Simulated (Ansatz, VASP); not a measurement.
# One calculation of Hf3Si2F, two programs

```
CELL_PARAMETERS angstrom
4.06111 0.00000 0.00000
-2.03055 3.51702 0.00000
0.00000 0.00000 8.19696
ATOMIC_POSITIONS crystal
Hf 0.00000 0.00000 0.50000
Hf 0.33333 0.66667 0.00000
Hf 0.33333 0.66667 0.50000
Si 0.66667 0.33333 0.24941
Si 0.66667 0.33333 0.75059
F 0.00000 0.00000 0.00000
```

Change from the starting cell: species swapped into the La2Al3Ge type (P-6m2, No. 187).

Alike in both runs: task relaxation of cell and atoms; functional PBE; k mesh 6 × 6 × 2; occupations gaussian, width 0.1 eV; no spin polarisation.

|  | VASP | Ansatz |
| --- | --- | --- |
| version | VASP 6.6.1 | Ansatz 0.2.0 |
| potentials or method | VASP PAW PBE potentials, release 64 (Hf_pv, Si, F), cutoff 600 eV | scalar-relativistic, plane waves, PAW |
| valence electrons in the cell | 45 | 93 |

```tsv
	VASP	Ansatz	Ansatz less VASP
gap on the k mesh at the Fermi level, each at its own relaxed structure (eV)	none	none	-
relaxed volume (Å³/atom)	17.15	17.25	+0.101
relaxed cell length with the largest relative difference (Å)	4.493	4.503	+0.0092
```

A gap of «none» marks a metal or a gap that the smearing closes. VASP's potentials hold 45 valence electrons a cell and Ansatz's 93, so a difference there can come from the potentials and not from the codes.

The k mesh is coarse, so the values compare programs but aren't converged. Neither program's run includes spin-orbit coupling.
